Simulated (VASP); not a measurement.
A run of VASP 6.6.1:

File INCAR:

```
SYSTEM = HfAl5N6
PREC = Accurate ; ENCUT = 600
EDIFF = 1E-6 ; ISMEAR = 0
SIGMA = 0.1 ; LREAL = .False.
LASPH = .True. ; NELM = 120
ALGO = Normal ; ISIF = 2
LWAVE = .False. ; LCHARG = .True.
GGA = PE ; LELF = .True.
LVHAR = .True. ; NBANDS = 40
GGA_COMPAT = .False.
```

The input KPOINTS:

```
regular mesh
0
Gamma
  12 12 4
  0 0 0
```

Contents of POSCAR:

```
HfAl5N6
1.0
    2.9305809077      0.0000000000      0.0000000000
   -1.4652904538      2.5379575140      0.0000000000
    0.0000000000      0.0000000000     14.5894569220
Hf Al N
1 5 6
Direct
    0.0000000000      0.0000000000      0.5000000000
    0.3333333333      0.6666666667      0.8392832377
    0.6666666667      0.3333333333      0.6782406067
    0.3333333333      0.6666666667      0.3217593933
    0.6666666667      0.3333333333      0.1607167623
    0.0000000000      0.0000000000      0.0000000000
    0.0000000000      0.0000000000      0.7590466496
    0.3333333333      0.6666666667      0.6011038609
    0.6666666667      0.3333333333      0.3988961391
    0.0000000000      0.0000000000      0.2409533504
    0.3333333333      0.6666666667      0.0803356871
    0.6666666667      0.3333333333      0.9196643129
```

Potentials or basis: VASP PAW PBE potentials, release 64 (Hf_pv, Al, N).

The run is started by

```console
$ cat potpaw_PBE.64/Hf_pv/POTCAR potpaw_PBE.64/Al/POTCAR potpaw_PBE.64/N/POTCAR > POTCAR
$ mpirun -np 1 vasp_std > vasp.out
```

Hardware: 1 thread of Intel(R) Xeon(R) Platinum 8488C (Sapphire Rapids) (shared host).

Question: Estimate the wall time of this run.

Answer: It took 6.1 min on 1 thread of Intel(R) Xeon(R) Platinum 8488C (Sapphire Rapids), with other jobs on the host, peak memory 0.45 GiB. Counts: scf iterations 15, k points 69.
